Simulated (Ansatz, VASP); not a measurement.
# BP4 in VASP and in Ansatz

```
B P
1.0
     4.10080    0.00000    0.00000
     0.00000    4.10080    0.00000
     0.00000    0.00000    5.20672
B P
1 4
Direct
  0.50000 0.50000 0.00000
  0.50000 0.00000 0.00000
  0.00000 0.50000 0.00000
  0.00000 0.00000 0.24874
  0.00000 0.00000 0.75126
```

Alike in both runs: task relaxation of cell and atoms; functional PBE; k mesh 10 × 10 × 8; occupations gaussian, width 0.1 eV; no spin polarisation.

|  | VASP | Ansatz |
| --- | --- | --- |
| version | VASP 6.6.1 | Ansatz 0.2.0 |
| potentials or method | VASP PAW PBE potentials, release 64 (B, P), cutoff 600 eV | scalar-relativistic, plane waves, PAW |
| valence electrons in the cell | 23 | 23 |

|  | VASP | Ansatz | Ansatz less VASP |
| --- | --- | --- | --- |
| gap on the k mesh at the Fermi level, each at its own relaxed structure (eV) | none | none | - |
| relaxed volume (Å³/atom) | 17.98 | 17.92 | -0.063 |
| relaxed length of the cell vector where the two differ most in proportion (Å) | 5.193 | 5.176 | -0.0178 |

A gap of «none» marks a metal or a gap that the smearing closes.
